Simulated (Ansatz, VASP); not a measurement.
Two plane-wave programs on TiC

INCAR

```
PREC     = Accurate       # precision mode
ENCUT    = 520            # plane-wave cutoff, eV
EDIFF    = 1E-7           # SCF threshold, eV
ISMEAR   = 0              # smearing method
SIGMA    = 0.15           # smearing width, eV
LREAL    = False          # projectors in reciprocal space
LASPH    = True           # aspherical terms in the spheres
NELM     = 60             # most SCF steps
ALGO     = Normal         # electronic algorithm
ISIF     = 2              # what is computed and relaxed
LWAVE    = False          # write WAVECAR
LCHARG   = False          # write CHGCAR
GGA      = PS             # functional
NBANDS   = 15             # bands
```

The input KPOINTS:

```
Automatic mesh
0
Gamma
  20 20 20
```

Contents of POSCAR:

```
TiC
1.0
    0.0000000000      2.1640000000      2.1640000000
    2.1640000000      0.0000000000      2.1640000000
    2.1640000000      2.1640000000      0.0000000000
Ti C
1 1
Direct
    0.0000000000      0.0000000000      0.0000000000
    0.5000000000      0.5000000000      0.5000000000
```

Input for Ansatz:

```yaml
crystal:
  lattice:
    - [0.0, 2.164, 2.164]
    - [2.164, 0.0, 2.164]
    - [2.164, 2.164, 0.0]
  atoms:
    - { symbol: Ti, position: [0.0, 0.0, 0.0] }
    - { symbol: C, position: [0.5, 0.5, 0.5] }
basis:
  ecutwfc: 420
kpoints:
  mp_grid: { grid: [20, 20, 20] }
hamiltonian:
  xc: pbesol
scf:
  occupations: { method: gaussian, width: 0.15 }
output:
  forces: true
  stress: true
  eigenvalues: true
  write_density: true
  write_potential: true
  elf: true
  volumetric_format: npy
```

Alike in both runs: task single point; functional PBEsol; k mesh 20 × 20 × 20; occupations gaussian, width 0.15 eV; no spin polarisation.

|  | VASP | Ansatz |
| --- | --- | --- |
| version | VASP 6.6.1 | Ansatz 0.2.0 |
| potentials or method | VASP PAW PBE potentials, release 64 (Ti_sv, C), cutoff 520 eV | scalar-relativistic, plane waves, PAW |
| valence electrons in the cell | 16 | 16 |

```tsv
	VASP	Ansatz	Ansatz less VASP
gap on the k mesh at the Fermi level (eV)	none	none	-
pressure (GPa)	-5.9	-6.2	-0.25
```

VASP's potentials were made for PBE, not for PBEsol. A gap of «none» marks a metal or a gap that the smearing closes.
